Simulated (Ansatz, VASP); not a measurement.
## SnO: VASP beside Ansatz

INCAR

```
  PREC = Accurate
  ENCUT = 520
  EDIFF = 1E-7
  ISMEAR = 0
  SIGMA = 0.05
  LREAL = F
  LASPH = T
  NELM = 60
  ALGO = Normal
  ISIF = 2
  LWAVE = F
  LCHARG = T
  GGA = PS
  IVDW = 12
  LELF = T
  LVHAR = T
  NBANDS = 28
```

File KPOINTS:

```
regular mesh
0
Gamma
  8 6 6
```

Contents of POSCAR:

```
SnO
1.0
    3.3214549500      0.0000000000      0.0000000000
    0.0000000000      5.6173629600      0.0000000000
    0.0000000000      0.0000000000      4.2219700000
Sn O
2 2
Direct
    0.0000000000      0.2319090000      0.5131440000
    0.5000000000      0.7680910000      0.0131440000
    0.0000000000      0.8912500000      0.7368570000
    0.5000000000      0.1087500000      0.2368570000
```

Input for Ansatz:

```yaml
crystal:
  lattice:
    - [3.32145495, 0.0, 0.0]
    - [0.0, 5.61736296, 0.0]
    - [0.0, 0.0, 4.22197]
  atoms:
    - { symbol: Sn, position: [0.0, 0.231909, 0.513144] }
    - { symbol: Sn, position: [0.5, 0.768091, 0.013144] }
    - { symbol: O, position: [0.0, 0.89125, 0.736857] }
    - { symbol: O, position: [0.5, 0.10875, 0.236857] }
basis:
  ecutwfc: 420
kpoints:
  mp_grid: { grid: [8, 6, 6] }
hamiltonian:
  xc: pbesol
  dispersion: d3bj
scf:
  occupations: { method: gaussian, width: 0.05 }
output:
  forces: true
  stress: true
  eigenvalues: true
```

Change from the starting cell: strain -0.0100 x Voigt [1, 1, 0, 0, 0, 0], atoms carried along.

Alike in both runs: task single point; functional PBEsol; dispersion D3(BJ); k mesh 8 × 6 × 6; occupations gaussian, width 0.05 eV; no spin polarisation.

|  | VASP | Ansatz |
| --- | --- | --- |
| version | VASP 6.6.1 | Ansatz 0.2.0 |
| potentials or method | VASP PAW PBE potentials, release 64 (Sn_d, O), cutoff 520 eV | scalar-relativistic, plane waves, PAW |
| valence electrons in the cell | 40 | 40 |

VASP gave:

* gap on the k mesh at the Fermi level (eV): 1.30
* least direct gap on the mesh (eV): 1.90
* pressure (GPa): -2.8
* traceless stress, the component that is largest in VASP (GPa): 0.43
* rms of the force components (eV/Å): 0.045

Question: Estimate Ansatz's values.

Answer: gap on the k mesh at the Fermi level (eV): 1.31; least direct gap on the mesh (eV): 1.92; pressure (GPa): -3.1; traceless stress, the component that is largest in VASP (GPa): 0.40; rms of the force components (eV/Å): 0.067.

VASP's potentials were made for PBE, not for PBEsol. Atom by atom the forces differ by 0.035 eV/Å (rms over components).
